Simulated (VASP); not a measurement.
Input of a VASP 6.6.1 run:

Contents of INCAR:

```
PREC = Accurate ; ENCUT = 600
EDIFF = 1E-6 ; ISMEAR = -1
SIGMA = 0.3 ; LREAL = F
LASPH = T ; NELM = 200
ALGO = Normal ; ISIF = 2
LWAVE = F ; LCHARG = F
GGA = PE ; NBANDS = 52
GGA_COMPAT = F ; LMAXMIX = 6
```

File KPOINTS:

```
Automatic mesh
0
Gamma
  4 4 4
```

The input POSCAR:

```
Yb3InC
1.0
    5.0632000000      0.0000000000      0.0000000000
    0.0000000000      5.0632000000      0.0000000000
    0.0000000000      0.0000000000      5.0632000000
Yb In C
3 1 1
Direct
    0.5000000000      0.0000000000      0.5000000000
    0.0000000000      0.5000000000      0.5000000000
    0.5000000000      0.5000000000      0.0000000000
    0.0000000000      0.0000000000      0.0000000000
    0.5000000000      0.5000000000      0.5000000000
```

Potentials or basis: VASP PAW PBE potentials, release 64 (Yb, In_d, C).

Run with:

```console
$ cat potpaw_PBE.64/Yb/POTCAR potpaw_PBE.64/In_d/POTCAR potpaw_PBE.64/C/POTCAR > POTCAR
$ mpirun -np 1 vasp_std > vasp.out
```

Q: Estimate the band gap on the k mesh.

A: Zero (an odd number of electrons rules out a gap without spin polarisation).

Q: Estimate the pressure.

A: -4.0 GPa.

Caveat: the cell stands under tension; so wide a smearing shifts energies and pressures; spin-orbit coupling is left out, which moves the levels of the heavy elements. Spin polarisation is off, so any magnetic state and its effect on volume and gap are missing.
